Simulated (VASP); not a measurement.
Here is a VASP 6.6.1 calculation.

File INCAR:

```
PREC = Accurate
ENCUT = 600
EDIFF = 1E-7
ISMEAR = 0
SIGMA = 0.02
LREAL = False
LASPH = True
NELM = 60
ALGO = Normal
ISIF = 3
LWAVE = False
LCHARG = False
GGA = PE
IBRION = 2
NSW = 100
EDIFFG = -0.01
```

The input KPOINTS:

```
Automatic mesh
0
Gamma
  6 6 6
```

Contents of POSCAR:

```
Pd2PtS6
1.0
    6.1705039000      0.0000000000      0.0000000000
   -3.0852520000      5.3438132000      0.0000000000
    0.0000000000      0.0000000000      6.2730940000
Pd Pt S
2 1 6
Direct
    0.6666667000      0.3333333000      0.0000000000
    0.3333333000      0.6666667000      0.0000000000
    0.0000000000      0.0000000000      0.0000000000
    0.6668830000      0.6668830000      0.1969960000
    0.3331170000      0.0000000000      0.1969960000
    0.0000000000      0.3331170000      0.1969960000
    0.0000000000      0.6668830000      0.8030040000
    0.6668830000      0.0000000000      0.8030040000
    0.3331170000      0.3331170000      0.8030040000
```

Potentials or basis: VASP PAW PBE potentials, release 64 (Pd, Pt, S).

Run with:

```console
$ cat potpaw_PBE.64/Pd/POTCAR potpaw_PBE.64/Pt/POTCAR potpaw_PBE.64/S/POTCAR > POTCAR
$ mpirun -np 1 vasp_std > vasp.out
```

Q: Predict the space group after relaxing (to 0.1 Å).

A: P-31m (No. 162).

Q: Estimate the relaxed volume.

A: 22.93 Å³/atom.

Final structure:
```xyz
9
Lattice="6.1651 0.0000 0.0000 -3.0826 5.3391 0.0000 0.0000 0.0000 6.2699" Properties=species:S:1:pos:R:3 pbc="T T T"
Pd    3.0826    1.7797    0.0000
Pd    0.0000    3.5594    0.0000
Pt    0.0000    0.0000    6.2699
S     2.0559    3.5609    1.2345
S    -1.0292    5.3391    1.2345
S    -1.0267    1.7783    1.2345
S     4.1092    3.5609    5.0355
S     4.1117    0.0000    5.0355
S     1.0267    1.7783    5.0355
```

Caveat: this functional lacks dispersion, which binds layers or chains, so the pressure and a relaxed spacing across them are unreliable.
